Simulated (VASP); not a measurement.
# Bi (Fd-3m) in VASP: further runs

Runs on Bi. Level: LDA. Tasks: single point.

All numbers are computed with VASP 6.6.1; they aren't measurements. Logs are shortened: lines on timing, memory, paths and dates and some standing lists are left out, and cuts for length are marked.

### 1 The cell of the first run

The structure is cubic, space group Fd-3m (No. 227). Conventional cell: a = 5.230 Å, b = 5.230 Å, c = 5.230 Å, α = 90.00°, β = 90.00°, γ = 90.00°. Within 3.0 Å of Bi (site symmetry -43m) lie 4 Bi at 2.26 Å.

This isn't the form of Bi at room conditions, which is rhombohedral.

### 2 Single point, LDA (17.88 Å³/atom)

Contents of POSCAR:

```
Bi
1.0
    0.0000000000      2.6149609277      2.6149609277
    2.6149609277      0.0000000000      2.6149609277
    2.6149609277      2.6149609277      0.0000000000
Bi
2
Direct
   -0.1250000000     -0.1250000000     -0.1250000000
    0.1250000000      0.1250000000      0.1250000000
```

Contents of INCAR.step1:

```
  ALGO = Normal
  EDIFF = 1E-6
  ENCUT = 520
  GGA = CA
  ISIF = 2
  ISMEAR = -1
  LASPH = T
  LCHARG = T
  LREAL = F
  LWAVE = F
  NBANDS = 22
  NELM = 60
  PREC = Accurate
  SIGMA = 0.08
```

Contents of KPOINTS.step1:

```
k-points
0
Gamma
  11 11 11
```

Contents of INCAR.step2:

```
  ALGO = Normal
  EDIFF = 1E-6
  ENCUT = 520
  GGA = CA
  ICHARG = 11
  ISIF = 2
  ISMEAR = -5
  LASPH = T
  LCHARG = F
  LORBIT = 10
  LREAL = F
  LWAVE = F
  NBANDS = 22
  NEDOS = 2001
  NELM = 60
  PREC = Accurate
  SIGMA = 0.08
```

Contents of KPOINTS.step2:

```
k-points
0
Gamma
  17 17 17
```

Potentials or basis: VASP PAW LDA potentials, release 64 (Bi_d).

Command:

```bash
> cat potpaw_LDA.64/Bi_d/POTCAR > POTCAR
> cp INCAR.step1 INCAR
> cp KPOINTS.step1 KPOINTS
> mpirun -np 1 vasp_std > vasp.out
> cp INCAR.step2 INCAR
> cp KPOINTS.step2 KPOINTS
> mpirun -np 1 vasp_std > vasp.out
```

OUTCAR:

```text
EDIFF = 1E-6
   ENCUT = 520
   GGA = CA
   ICHARG = 11
   ISIF = 2
   ISMEAR = -5
   LASPH = T
   LORBIT = 10
   LREAL = F
   NELM = 60
   PREC = Accurate

 ion  position               nearest neighbor table
   1  0.875  0.875  0.875-   2 2.26   2 2.26   2 2.26   2 2.26
   2  0.125  0.125  0.125-   1 2.26   1 2.26   1 2.26   1 2.26

  LATTYP: Found a face centered cubic cell.
 ALAT       =     5.2299218554

  Lattice vectors:

 A1 = (   0.0000000000,   2.6149609277,   2.6149609277)
 A2 = (   2.6149609277,   0.0000000000,   2.6149609277)
 A3 = (   2.6149609277,   2.6149609277,   0.0000000000)

Analysis of symmetry for initial positions (statically):
=====================================================================
 Subroutine PRICEL returns:
 Original cell was already a primitive cell.

 Routine SETGRP: Setting up the symmetry group for a
 face centered cubic supercell.

 Subroutine GETGRP returns: Found 48 space group operations
 (whereof 12 operations were pure point group operations)
 out of a pool of 48 trial point group operations.

The static configuration has the point symmetry D_3d.
 The point group associated with its full space group is O_h .

Analysis of symmetry for dynamics (positions and initial velocities):
=====================================================================
 Subroutine PRICEL returns:
 Original cell was already a primitive cell.

 Routine SETGRP: Setting up the symmetry group for a
 face centered cubic supercell.

 Subroutine GETGRP returns: Found 48 space group operations
 (whereof 12 operations were pure point group operations)
 out of a pool of 48 trial point group operations.

The dynamic configuration has the point symmetry D_3d.
 The point group associated with its full space group is O_h .

 Subroutine INISYM returns: Found 48 space group operations
 (whereof 12 operations are pure point group operations),
 and found     1 'primitive' translations

----------------------------------------------------------------------------------------

                                     Primitive cell

  volume of cell :      35.7623

  direct lattice vectors                    reciprocal lattice vectors
     0.000000000  2.614960928  2.614960928    -0.191207446  0.191207446  0.191207446
     2.614960928  0.000000000  2.614960928     0.191207446 -0.191207446  0.191207446
     2.614960928  2.614960928  0.000000000     0.191207446  0.191207446 -0.191207446

  length of vectors
     3.698113209  3.698113209  3.698113209     0.331181011  0.331181011  0.331181011

  position of ions in fractional coordinates (direct lattice)
     0.875000000  0.875000000  0.875000000
     0.125000000  0.125000000  0.125000000

  ion indices of the primitive-cell ions
   primitive index   ion index
                 1           1
                 2           2

----------------------------------------------------------------------------------------

 KPOINTS: k-points

Automatic generation of k-mesh.
 Grid dimensions read from file:
 generate k-points for:   17   17   17

 Generating k-lattice:

  Cartesian coordinates                     Fractional coordinates (reciprocal lattice)
    -0.011247497  0.011247497  0.011247497     0.058823529  0.000000000  0.000000000
     0.011247497 -0.011247497  0.011247497     0.000000000  0.058823529  0.000000000
     0.011247497  0.011247497 -0.011247497     0.000000000  0.000000000  0.058823529

  Length of vectors
     0.019481236  0.019481236  0.019481236

  Shift w.r.t. Gamma in fractional coordinates (k-lattice)
     0.000000000  0.000000000  0.000000000

 TETIRR: Found    693 inequivalent tetrahedra from    29478

 Subroutine IBZKPT returns following result:
 ===========================================

 Found    165 irreducible k-points:

 Following reciprocal coordinates:
            Coordinates               Weight
  0.000000  0.000000  0.000000      1.000000
  0.058824  0.000000  0.000000      8.000000
  0.117647  0.000000  0.000000      8.000000
  0.176471  0.000000  0.000000      8.000000
  0.235294  0.000000  0.000000      8.000000
  0.294118  0.000000  0.000000      8.000000
[... 16 lines left out ...]
 -0.176471  0.058824  0.000000     24.000000
 -0.117647  0.058824  0.000000     24.000000
 [... further k-points ...]
   k-points           NKPTS =    165   k-points in BZ     NKDIM =    165   number of bands    NBANDS=     22
   number of dos      NEDOS =   2001   number of ions     NIONS =      2
   total plane-waves  NPLWV =  21952
   dimension x,y,z NGX =    28 NGY =   28 NGZ =   28
   dimension x,y,z NGXF=    56 NGYF=   56 NGZF=   56
   ions per type =               2
   NGX,Y,Z   is equivalent  to a cutoff of  12.59, 12.59, 12.59 a.u.
   NGXF,Y,Z  is equivalent  to a cutoff of  25.17, 25.17, 25.17 a.u.
 SYSTEM =  unknown system
   PREC   = accura    normal or accurate (medium, high low for compatibility)
   ISTART =      0    job   : 0-new  1-cont  2-samecut
   ICHARG =     11    charge: 1-file 2-atom 10-const
   ISPIN  =      1    spin polarized calculation?
   LNONCOLLINEAR =      F non collinear calculations
   LSORBIT =      F    spin-orbit coupling
   LASPH  =      T    aspherical Exc in radial PAW
   ENCUT  =  520.0 eV  38.22 Ry    6.18 a.u.   6.88  6.88  6.88*2*pi/ulx,y,z
   NELM   =     60;   NELMIN=  2; NELMDL=  0     # of ELM steps
   EDIFF  = 0.1E-05   stopping-criterion for ELM
   LREAL  =      F    real-space projection
   EDIFFG = 0.1E-04   stopping-criterion for IOM
   NSW    =      0    number of steps for IOM
   IBRION =     -1    ionic relax: 0-MD 1-quasi-New 2-CG
   NFREE  =      0    steps in history (QN), initial steepest desc. (CG)
   ISIF   =      2    stress and relaxation
   ISYM   =      2    0-nonsym 1-usesym 2-fastsym
   POTIM  = 0.5000    time-step for ionic-motion
   TEBEG  =    0.0;   TEEND  =   0.0 temperature during run
   PSTRESS=    0.0 pullay stress
   NELECT =      30.0000    total number of electrons
   NUPDOWN=      -1.0000    fix difference up-down
   EMIN   =  10.00;   EMAX   =-10.00  energy-range for DOS
   EFERMI =   0.00;   METHOD = LEGACY
   ISMEAR =    -5;   SIGMA  =   0.08  broadening in eV -4-tet -1-fermi 0-gaus
   EFERMI_NEDOS =   21; number of points for ismear=-14 and -15
   IALGO  =     38    algorithm
   IMIX   =      4    mixing-type and parameters
     AMIX     =   0.40;   BMIX     =  1.00
     AMIX_MAG =   1.60;   BMIX_MAG =  1.00
  volume/ion in A,a.u.               =      17.88       120.67
  Fermi-wavevector in a.u.,A,eV,Ry     =   1.543974  2.917688 32.434336  2.383856
  Thomas-Fermi vector in A             =   2.649561
   LORBIT       =     10    0 simple, 1 ext, 2 COOP (PROOUT), +10 PAW based schemes
   GGA     = CA    functional components
   LHFCALC =     F    Hartree Fock is set to
   AEXX    =    0.0000 exact exchange contribution
   IVDW    =     0    specifies the selected vdW correction
   LEPSILON=     F    determine dielectric tensor
   LRPA    =     F    only Hartree local field effects (RPA)
 non-spin polarized calculation
 Fermi weights with tetrahedron method with Bloechl corrections
  energy-cutoff  :      520.00
  volume of cell :       35.76
 maximum number of plane-waves:       977

 number of electron      30.0000011 magnetization

 Free energy of the ion-electron system (eV)
  ---------------------------------------------------
  ext. energy  EPLUGINS =         0.00000000
  ---------------------------------------------------
  free energy    TOTEN  =         9.21735853 eV

  energy without entropy =        9.21735853  energy(sigma->0) =        9.21735853

 E-fermi :  18.2316     XC(G=0): -13.1492

 val. band max:       18.3451943566   @ k =  -0.1176   0.1765   0.0588
 cond. band min:      18.1560868648   @ k =   0.1765   0.1176   0.0588
 fundamental gap:     -0.1891074917
 Fermi energy:        18.2316042729

 k-point     1 :       0.0000    0.0000    0.0000
  band No.  band energies     occupation
      1      -9.9076      2.00000
      2      -9.9076      2.00000
      3      -9.9076      2.00000
      4      -9.5801      2.00000
      5      -9.5801      2.00000
      6      -7.4467      2.00000
[... 14 lines left out ...]
     21      23.4607      0.00000
     22      23.4607      0.00000

 k-point     2 :       0.0588    0.0000    0.0000
  band No.  band energies     occupation
      1      -9.9328      2.00000
      2      -9.9328      2.00000
      3      -9.9065      2.00000
      4      -9.5454      2.00000
      5      -9.5454      2.00000
      6      -7.4738      2.00000
[... 14 lines left out ...]
     21      23.4253      0.00000
     22      23.4253      0.00000

 k-point     3 :       0.1176    0.0000    0.0000
  band No.  band energies     occupation
      1      -9.9850      2.00000
      2      -9.9850      2.00000
      3      -9.9034      2.00000
      4      -9.4669      2.00000
      5      -9.4669      2.00000
      6      -7.5480      2.00000
[... 14 lines left out ...]
     21      23.3678      0.00000
     22      23.3881      0.00000
[... 476 lines left out ...]
 k-point    23 :      -0.1765    0.0588    0.0000
  band No.  band energies     occupation
      1     -10.0899      2.00000
      2     -10.0262      2.00000
      3      -9.8993      2.00000
      4      -9.3760      2.00000
      5      -9.2868      2.00000
      6      -7.7590      2.00000
[... 14 lines left out ...]
     21      24.1338      0.00000
     22      25.4239      0.00000

 k-point    24 :      -0.1176    0.0588    0.0000
  band No.  band energies     occupation
      1     -10.0409      2.00000
      2      -9.9755      2.00000
      3      -9.9136      2.00000
      4      -9.4519      2.00000
      5      -9.3817      2.00000
      6      -7.6525      2.00000
[... 14 lines left out ...]
     21      23.4530      0.00000
     22      24.0709      0.00000

 [... further k-points ...]

------------------------ aborting loop because EDIFF is reached ----------------------------------------

  FORCE on cell =-STRESS in cart. coord.  units (eV):
  Direction    XX          YY          ZZ          XY          YZ          ZX
  --------------------------------------------------------------------------------------
  -------------------------------------------------------------------------------------
  Total       54.2218073     54.2218073     54.2218073     -0.0000000     -0.0000000      0.0000000
  in kB     2429.1758980   2429.1758980   2429.1758980     -0.0000000     -0.0000000      0.0000000
  external PRESSURE =    2429.1758980 kB  Pullay stress =       0.0000000 kB

 VOLUME and BASIS-vectors are now :
 -----------------------------------------------------------------------------
  energy-cutoff  :      520.00
  volume of cell :       35.76
      direct lattice vectors                 reciprocal lattice vectors
     0.000000000  2.614960928  2.614960928    -0.191207446  0.191207446  0.191207446
     2.614960928  0.000000000  2.614960928     0.191207446 -0.191207446  0.191207446
     2.614960928  2.614960928  0.000000000     0.191207446  0.191207446 -0.191207446

 POSITION                                       TOTAL-FORCE (eV/Angst)
 -----------------------------------------------------------------------------------
      4.57618      4.57618      4.57618        -0.000000      0.000000      0.000000
      0.65374      0.65374      0.65374         0.000000     -0.000000     -0.000000
 -----------------------------------------------------------------------------------
    total drift:                                0.000000     -0.000000     -0.000000

  FREE ENERGIE OF THE ION-ELECTRON SYSTEM (eV)
  ---------------------------------------------------
  free  energy   TOTEN  =         9.2173585292 eV

  energy  without entropy=        9.2173585292  energy(sigma->0) =        9.21735853

 total charge

# of ion       s       p       d       tot
------------------------------------------
    1        1.598   2.348  10.297  14.243
    2        1.598   2.348  10.297  14.243
--------------------------------------------------
tot          3.197   4.696  20.594  28.487
```

Wall time 2.8 min (1 thread of Intel Xeon 8259CL, shared host); peak memory 0.21 GiB.

Results:

```yaml
Valence_electrons_inside_the_program's_atomic_spheres: Bi 14.24
```

Levels at points of the mesh, in eV from the Fermi level:
| k point | band 13 | band 14 | band 15 | band 16 | band 17 | band 18 |
| --- | --- | --- | --- | --- | --- | --- |
| (0.00, 0.00, 0.00) | -1.87 | -1.87 | -1.87 | 0.14 | 0.14 | 0.14 |

Caveat: spin-orbit coupling is left out, which moves the levels of the heavy elements; tetrahedron occupations give inexact forces and stress in metals.

### 3 Single point, LDA

This run uses another cell than the first one, of 44.70 Å³/atom.

Contents of POSCAR:

```
Bi
1.0
    0.0000000000      3.5490480044      3.5490480044
    3.5490480044      0.0000000000      3.5490480044
    3.5490480044      3.5490480044      0.0000000000
Bi
2
Direct
   -0.1250000000     -0.1250000000     -0.1250000000
    0.1250000000      0.1250000000      0.1250000000
```

Contents of INCAR.step1:

```
PREC = Accurate ; ENCUT = 520
EDIFF = 1E-6 ; ISMEAR = -1
SIGMA = 0.08 ; LREAL = False
LASPH = True ; NELM = 100
ALGO = Normal ; ISIF = 2
LWAVE = False ; LCHARG = True
GGA = CA ; NBANDS = 22
```

Contents of KPOINTS.step1:

```
regular mesh
0
Gamma
  11 11 11
```

Contents of INCAR.step2:

```
PREC = Accurate ; ENCUT = 520
EDIFF = 1E-6 ; ISMEAR = -5
SIGMA = 0.08 ; LREAL = False
LASPH = True ; NELM = 100
ALGO = Normal ; ISIF = 2
LWAVE = False ; LCHARG = False
GGA = CA ; LORBIT = 11
NBANDS = 22 ; NEDOS = 2001
ICHARG = 11
```

Contents of KPOINTS.step2:

```
regular mesh
0
Gamma
  17 17 17
```

Potentials or basis: VASP PAW LDA potentials, release 64 (Bi_d).

Command:

```bash
> cat potpaw_LDA.64/Bi_d/POTCAR > POTCAR
> cp INCAR.step1 INCAR
> cp KPOINTS.step1 KPOINTS
> mpirun -np 1 vasp_std > vasp.out
> cp INCAR.step2 INCAR
> cp KPOINTS.step2 KPOINTS
> mpirun -np 1 vasp_std > vasp.out
```

Run time: 5.9 min. Hardware: 1 thread of Intel Xeon 8259CL, shared host; peak memory 0.37 GiB.

It converged, with:

| Property | Result |
| --- | --- |
| Valence electrons inside the program's atomic spheres | Bi 12.83 |

Levels at points of the mesh, in eV from the Fermi level:
```
           k point  band 11  band 12  band 13  band 14  band 15  band 16  band 17  band 18  band 19  band 20
(0.00, 0.00, 0.00)   -12.76    -7.55    -1.31    -1.31    -1.31     0.92     0.92     0.92     3.26     7.14
```

Caveat: spin-orbit coupling is left out, which moves the levels of the heavy elements; tetrahedron occupations give inexact forces and stress in metals.
